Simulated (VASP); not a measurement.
Set up this calculation in VASP 6.6.1, as the native input.

```
Task                   : single point
Functional             : PBEsol
Potentials or basis    : VASP PAW PBE potentials, release 64 (Mn_pv)
Cutoff                 : 520 eV
k mesh                 : 12 × 12 × 12
Occupations            : fermi-dirac, width 0.05 eV
Spin                   : collinear spin, antiferromagnetic start
Starting moments       : [1.516, -1.516] μB
Dipole correction      : no
Further INCAR settings : ALGO = Normal; EDIFF = 1e-07; NBANDS = 24
```

The structure of Mn lies in POSCAR:

```
Mn
1.0
    0.0000000000      2.4876414994      2.4876414994
    2.4876414994      0.0000000000      2.4876414994
    2.4876414994      2.4876414994      0.0000000000
Mn
2
Direct
    0.1250000000      0.1250000000      0.1250000000
    0.8750000000      0.8750000000      0.8750000000
```

This isn't the form of Mn at room conditions, which is a 58-atom cubic cell.

These files were run (other wordings do the same):

INCAR

```
SYSTEM = Mn
  PREC = Accurate
  ENCUT = 520
  EDIFF = 1E-7
  ISMEAR = -1
  SIGMA = 0.05
  LREAL = .False.
  LASPH = .True.
  NELM = 150
  ALGO = Normal
  ISIF = 2
  LWAVE = .False.
  LCHARG = .False.
  ISPIN = 2
  MAGMOM = 1.516 -1.516
  LORBIT = 11
  LMAXMIX = 4
  GGA = PS
  NBANDS = 24
```

KPOINTS

```
Automatic mesh
0
Gamma
  12 12 12
  0 0 0
```

Potentials or basis: VASP PAW PBE potentials, release 64 (Mn_pv).

Run with:

```sh
$ cat potpaw_PBE.64/Mn_pv/POTCAR > POTCAR
$ mpirun -np 1 vasp_std > vasp.out
```

It gave:

```yaml
Pressure: 0.6 GPa
Band_gap_on_the_k_mesh: zero (filled and empty bands overlap)
Net_moment: 0.00 μB per cell
Site_moments: Mn +1.67, -1.67 μB
Valence_electrons_inside_the_program's_atomic_spheres: Mn 12.02
```

Caveat: the antiferromagnetic order is the one typed at the start, and another may lie lower; the PAW data sets were made with another functional, which shifts forces and pressure a little.

Wall time 78 s on 1 thread of Intel(R) Xeon(R) Platinum 8488C (Sapphire Rapids) (shared host), peak memory 0.22 GiB.
